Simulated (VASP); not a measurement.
A run of VASP 6.6.1:

File INCAR:

```
PREC = Accurate
ENCUT = 520
EDIFF = 1E-6
ISMEAR = -1
SIGMA = 0.05
LREAL = F
LASPH = T
NELM = 150
ALGO = Normal
ISIF = 2
LWAVE = F
LCHARG = F
ISPIN = 2
MAGMOM = 0.8 -0.8
LORBIT = 11
LMAXMIX = 4
GGA = RP
NBANDS = 21
ISYM = 0
KPAR = 4
```

Contents of KPOINTS:

```
Automatic mesh
0
Gamma
  15 15 10
```

POSCAR

```
Ni
1.0
   -1.6854908645      1.3881390740      1.2368186554
    1.3881390740     -1.6854908645      1.2368186554
    3.1722879538      3.1722879538     -1.7814190042
Ni
2
Direct
    0.9584903673      0.0415096327      0.0000000000
    0.7915096327      0.2084903673      0.5000000000
```

Potentials or basis: VASP PAW PBE potentials, release 64 (Ni).

Run with:

```bash
$ cat potpaw_PBE.64/Ni/POTCAR > POTCAR
$ mpirun -np 4 vasp_std > vasp.out
```

Hardware: 4 MPI ranks on Intel(R) Xeon(R) Platinum 8175M CPU @ 2.50GHz (Skylake/Cascade Lake), on a shared host.

Question: How long does it take, and how much memory?

Answer: Wall time 4.3 min on 4 MPI ranks on Intel(R) Xeon(R) Platinum 8175M CPU @ 2.50GHz (Skylake/Cascade Lake), with other jobs on the host, peak memory 0.74 GiB a rank. Counts: scf iterations 16, k points 1126.
